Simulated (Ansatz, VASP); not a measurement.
## Two plane-wave programs on Sb

```
CELL_PARAMETERS angstrom
3.12278 -7.03604 0.00000
3.12278 7.03604 0.00000
0.00000 0.00000 4.57535
ATOMIC_POSITIONS crystal
Sb 0.14542 0.35459 0.50000
Sb 0.85458 0.64541 0.50000
Sb 0.35459 0.14542 0.50000
Sb 0.64541 0.85458 0.50000
Sb 0.00000 0.50000 0.00000
Sb 0.50000 0.00000 0.00000
```

Alike in both runs: functional PBE; k mesh 4 × 4 × 4; occupations gaussian, width 0.1 eV; no spin polarisation.

Ansatz relaxed the structure, and its values are those at the end. VASP's run is a single point on that final structure, the one shown.

|  | VASP | Ansatz |
| --- | --- | --- |
| version | VASP 6.6.1 | Ansatz 0.2.0 |
| potentials or method | VASP PAW PBE potentials, release 64 (Sb), cutoff 520 eV | scalar-relativistic, plane waves, PAW |
| valence electrons in the cell | 30 | 90 |

|  | VASP | Ansatz | Ansatz less VASP |
| --- | --- | --- | --- |
| gap on the k mesh at the Fermi level (eV) | none | none | - |
| pressure (GPa) | 0.1 | 0.1 | +0.01 |

A gap of «none» marks a metal or a gap that the smearing closes. VASP's potentials hold 30 valence electrons a cell and Ansatz's 90, so a difference there can come from the potentials and not from the codes.

Neither program's run includes spin-orbit coupling.
